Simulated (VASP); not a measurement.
Write the native input for VASP 6.6.1 that does the following.

```yaml
Task: single point
Functional: PBE
Potentials_or_basis: VASP PAW PBE potentials, release 64 (W_sv, Li_sv)
Cutoff: 520 eV
k_mesh: 3 × 3 × 3
Occupations: gaussian, width 0.15 eV
Spin: no spin polarisation
Dipole_correction: no
Further_INCAR_settings: LREAL = Auto; ALGO = Normal; EDIFF = 1e-06; NBANDS = 128
```

The structure of LiW16 (a cell with a defect) lies in POSCAR:

```
LiW16
1.0
    6.3200000000      0.0000000000      0.0000000000
    0.0000000000      6.3200000000      0.0000000000
    0.0000000000      0.0000000000      6.3200000000
W Li
16 1
Direct
    0.0033118671      0.0061518987      0.0009025316
    0.4995066456     -0.0022969937     -0.0026632911
    0.0195840190      0.5373227848     -0.0282851266
    0.0000460443      0.0108606013      0.4982174051
    0.2750925633      0.2528405063      0.2561963608
    0.5069846519      0.5067272152      0.0023132911
    0.4944125000     -0.0079686709      0.5170099684
    0.6900457278      0.2247555380      0.2840914557
    0.0033629747      0.5082577532      0.5030672468
    0.2516617089      0.7544299051      0.2534655063
    0.2516843354      0.2555666139      0.7545965190
    0.4995686709      0.5116686709      0.5112984177
    0.7545352848      0.7468745253      0.2517405063
    0.7545354430      0.2573161392      0.7621036392
    0.2525061709      0.7589636076      0.7501025316
    0.7498572785      0.7584156646      0.7506799051
   -0.0424283228      0.3197112342      0.1898922468
```

One way to write it, as run:

INCAR

```
  ALGO = Normal
  EDIFF = 1E-6
  ENCUT = 520
  GGA = PE
  ISIF = 2
  ISMEAR = 0
  LASPH = T
  LCHARG = F
  LREAL = Auto
  LWAVE = F
  NBANDS = 128
  NELM = 100
  PREC = Accurate
  SIGMA = 0.15
```

KPOINTS

```
k-points
0
Gamma
  3 3 3
```

Potentials or basis: VASP PAW PBE potentials, release 64 (W_sv, Li_sv).

Launch:

```bash
$ cat potpaw_PBE.64/W_sv/POTCAR potpaw_PBE.64/Li_sv/POTCAR > POTCAR
$ mpirun -np 1 vasp_std > vasp.out
```

It gave:

```
Largest force          : 0.052 eV/Å
Band gap on the k mesh : zero (an odd number of electrons rules out a gap without spin polarisation)
```

Caveat: atoms lie so close that the PAW spheres overlap strongly, which falsifies energies and pressures; spin-orbit coupling is left out, which moves the levels of the heavy elements.

Wall time 33 min on 1 thread of Intel Xeon 8259CL, with other jobs on the host, peak memory 0.49 GiB.
